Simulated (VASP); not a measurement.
**Ti: single point with PBE**

Ti:

```
Ti
1.0
     2.92050    0.00000    0.00000
    -1.46025    2.52923    0.00000
     0.00000    0.00000    4.68600
Ti
2
Direct
  0.33333 0.66667 0.25000
  0.66667 0.33333 0.75000
```

This cell differs from its parent crystal: equal xx and yy strain of -1 %.

```json
{"Program": "VASP 6.6.1", "Task": "single point", "Functional": "PBE", "Potentials or basis": "VASP PAW PBE potentials, release 64 (Ti_sv)", "Cutoff": "520 eV", "k mesh": "13 × 13 × 7", "Occupations": "fermi-dirac, width 0.08 eV", "Spin": "no spin polarisation"}
```

```json
{
  "Pressure": "0.3 GPa",
  "Band gap on the k mesh": "zero (bands 12 and 13 overlap by 1.11 eV)"
}
```

Stress tensor (GPa, compression positive):
```
 0.82  0.00  0.00
 0.00  0.82  0.00
 0.00  0.00 -0.64
```

Levels at points of the mesh, in eV from the Fermi level:
| k point | band 8 | band 9 | band 10 | band 11 | band 12 | band 13 | band 14 | band 15 | band 16 | band 17 |
| --- | --- | --- | --- | --- | --- | --- | --- | --- | --- | --- |
| (0.00, 0.00, 0.00) | -32.67 | -6.21 | -2.69 | 0.67 | 0.81 | 0.81 | 0.83 | 1.28 | 1.28 | 1.71 |

Wall time 81 s on 1 thread of Intel Xeon 8259CL, on a shared host, peak memory 0.18 GiB.

Caveat: the cell differs from its parent crystal (equal xx and yy strain of -1 %).
